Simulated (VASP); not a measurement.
**SiMo3: single point with PBE**

SiMo3:

```xyz
8
Lattice="4.8897 0.0000 0.0000 0.0000 4.8897 0.0000 0.0000 0.0000 4.8897" Properties=species:S:1:pos:R:3 pbc="T T T"
Si    2.4448    2.4448    2.4448
Si    0.0000    0.0000    0.0000
Mo    0.0000    2.4448    1.2224
Mo    0.0000    2.4448    3.6673
Mo    2.4448    3.6673    0.0000
Mo    2.4448    1.2224    0.0000
Mo    3.6673    0.0000    2.4448
Mo    1.2224    0.0000    2.4448
```

```
Program                : VASP 6.6.1
Task                   : single point
Functional             : PBE
Potentials or basis    : VASP PAW PBE potentials, release 64 (Si, Mo_sv)
Cutoff                 : 520 eV
k mesh                 : 4 × 4 × 4
Occupations            : gaussian, width 0.1 eV
Spin                   : no spin polarisation
Dipole correction      : no
Further INCAR settings : ALGO = Normal; EDIFF = 1e-06; NBANDS = 56
```

The pressure is 4.0 GPa and the band gap on the k mesh is zero (bands 46 and 47 overlap by 2.43 eV).

Levels at points of the mesh, in eV from the Fermi level:
| k point | band 41 | band 42 | band 43 | band 44 | band 45 | band 46 | band 47 | band 48 | band 49 | band 50 |
| --- | --- | --- | --- | --- | --- | --- | --- | --- | --- | --- |
| (0.00, 0.00, 0.00) | -2.13 | -2.13 | -1.51 | -1.51 | 1.29 | 1.29 | 1.29 | 2.10 | 2.40 | 2.40 |
| (0.50, 0.00, 0.00) | -2.41 | -2.41 | -1.65 | -1.65 | 0.31 | 0.31 | 0.98 | 0.98 | 1.55 | 1.55 |
| (0.50, 0.50, 0.00) | -1.19 | -1.19 | -1.07 | -0.81 | -0.81 | -0.72 | -0.65 | -0.44 | -0.04 | 0.30 |
| (0.50, 0.50, 0.50) | -1.69 | -1.69 | -1.14 | -1.14 | -1.14 | -1.14 | -1.14 | -1.14 | 1.31 | 1.31 |

It took 34 s on 1 thread of AMD EPYC 9R45 (Zen 5), with other jobs on the host, peak memory 0.19 GiB.

Caveat: the cell stands under pressure.
